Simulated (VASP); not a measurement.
A run of VASP 6.6.1 is set up as follows.

The input INCAR:

```
PREC = Accurate
ENCUT = 500
EDIFF = 1E-6
ISMEAR = -1
SIGMA = 0.1
LREAL = False
LASPH = True
NELM = 120
ALGO = Normal
ISIF = 2
LWAVE = False
LCHARG = False
GGA = PS
NBANDS = 12
GGA_COMPAT = False
```

KPOINTS

```
regular mesh
0
Gamma
  17 17 17
```

File POSCAR:

```
V
1.0
    2.1219971744      0.0000000000      0.0000000000
    0.0000000000      2.1219971744      0.0000000000
    0.0000000000      0.0000000000      2.1219971744
V
1
Direct
    0.0000000000      0.0000000000      0.0000000000
```

Potentials or basis: VASP PAW PBE potentials, release 64 (V_sv).

Run with:

```bash
$ cat potpaw_PBE.64/V_sv/POTCAR > POTCAR
$ mpirun -np 1 vasp_std > vasp.out
```

Q: Estimate the pressure.

A: 124.4 GPa.

Caveat: the PAW data sets were made with another functional, which shifts forces and pressure a little.
